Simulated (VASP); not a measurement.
Input of a VASP 6.6.1 run:

File INCAR:

```
SYSTEM = Si
ALGO     = Normal         ! electronic algorithm
EDIFF    = 1E-6           ! SCF threshold, eV
ENCUT    = 520            ! plane-wave cutoff, eV
ISIF     = 2              ! what is computed and relaxed
ISMEAR   = 0              ! smearing method
LASPH    = .True.         ! aspherical terms in the spheres
LCHARG   = .False.        ! write CHGCAR
LREAL    = .False.        ! projectors in reciprocal space
LWAVE    = .False.        ! write WAVECAR
NBANDS   = 16             ! bands
NELM     = 100            ! most SCF steps
PREC     = Accurate       ! precision mode
SIGMA    = 0.01           ! smearing width, eV
```

The input KPOINTS:

```
k-points
0
Gamma
  10 10 10
  0 0 0
```

File POSCAR:

```
Si
1.0
   -3.3012718576      3.3012718576      1.9083649477
    3.3012718576     -3.3012718576      1.9083649477
    3.3012718576      3.3012718576     -1.9083649477
Si
4
Direct
    0.1788433299      0.1788433299      0.3576866599
    0.8211566701      0.8211566701      0.6423133401
    0.1788433299      0.8211566701      0.0000000000
    0.8211566701      0.1788433299      0.0000000000
```

Potentials or basis: VASP PAW LDA potentials, release 64 (Si).

The run is started by

```console
$ cat potpaw_LDA.64/Si/POTCAR > POTCAR
$ mpirun -np 1 vasp_std > vasp.out
```

Task: Predict the band gap on the k mesh.

Result: 0.20 eV (least direct gap 0.26 eV).

Task: Estimate the pressure.

Result: 0.1 GPa.

Stress tensor (GPa, compression positive):
```
 0.08  0.00  0.00
 0.00  0.08  0.00
 0.00  0.00 -0.01
```

A k mesh can miss the band edges.
